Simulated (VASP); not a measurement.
The system is Ti3Sn5O16.

```xyz
48
Lattice="9.4031 0.0000 0.0000 0.0000 9.4031 0.0000 0.0000 0.0000 6.2165" Properties=species:S:1:pos:R:3 pbc="T T T"
Sn    9.3974    9.3605    0.0071
Sn    0.0155    4.6913    0.0154
Sn    4.7097    0.0209    6.2159
Sn    4.7169    4.7243    6.2034
Sn    4.6793    4.6818    3.0812
Sn    2.3313    2.3340    1.5517
Sn    2.3137    7.0557    4.7064
Sn    7.0918    2.3463    1.5414
Sn    7.0327    2.3247    4.6727
Sn    7.0331    7.0516    4.6582
Ti    9.3831    0.0153    3.0836
Ti    0.0145    4.7058    3.1352
Ti    4.7021    9.3807    3.1033
Ti    2.3620    2.3116    4.6636
Ti    2.3501    7.0303    1.5865
Ti    7.0139    7.0241    1.5418
O     1.4451    1.4284    6.2136
O     1.4410    1.4105    3.1099
O     1.3997    6.1550    6.1978
O     1.4509    6.1410    3.1313
O     6.1119    1.4664    0.0330
O     6.1369    1.4623    3.0841
O     6.1247    6.1380    6.2099
O     6.1508    6.1292    3.0979
O     3.2506    3.2828    0.0050
O     3.2453    3.2953    3.1240
O     3.2758    7.9717    0.0058
O     3.2949    7.9318    3.0961
O     8.0026    3.2574    0.0238
O     7.9469    3.2927    3.0578
O     7.9419    7.9423    0.0075
O     7.9522    7.9536    3.0853
O     0.9029    3.7743    1.5634
O     0.8827    3.7616    4.6744
O     0.9399    8.5269    1.5515
O     0.9055    8.4691    4.6467
O     5.6433    3.7762    1.5231
O     5.6253    3.8081    4.6671
O     5.6436    8.5017    1.5531
O     5.6192    8.4820    4.6782
O     3.7790    0.9175    1.5859
O     3.7426    0.9045    4.6582
O     3.7849    5.6270    1.5599
O     3.7891    5.6269    4.6906
O     8.4570    0.9061    1.5419
O     8.4934    0.9376    4.6463
O     8.5148    5.5963    1.5560
O     8.4407    5.6003    4.6576
```

Base run:

| Quantity | Value |
| --- | --- |
| Program | VASP 6.6.1 |
| Functional | PBEsol |
| Potentials or basis | VASP PAW PBE potentials, release 64 (Sn_d, Ti_sv, O) |
| Cutoff | 520 eV |
| k mesh | 1 × 1 × 1, shifted |
| Occupations | fermi-dirac, width 0.05 eV |
| Spin | no spin polarisation |

Its results: band gap on the k mesh 2.06 eV; pressure 2.8 GPa; largest force 2.388 eV/Å.

Q: The run is repeated on the same cell with these changes: k mesh from 1 × 1 × 1, shifted to 1 × 1 × 1, through Γ; further incar settings from LREAL = Auto; ALGO = Normal; EDIFF = 1e-06; NBANDS = 232; ISYM = 0 to LREAL = Auto; ALGO = Normal; EDIFF = 1e-07; NBANDS = 232. What comes out?

A: Band gap on the k mesh 1.66 eV; pressure 2.8 GPa; largest force 2.502 eV/Å.

Caveats: some runs use coarse meshes; the PAW data sets were made with another functional, which shifts forces and pressure a little; spin-orbit coupling is left out, which moves the levels of the heavy elements; a shifted mesh leaves out Γ, where band edges can lie (at least some runs).

A k mesh can miss the band edges.
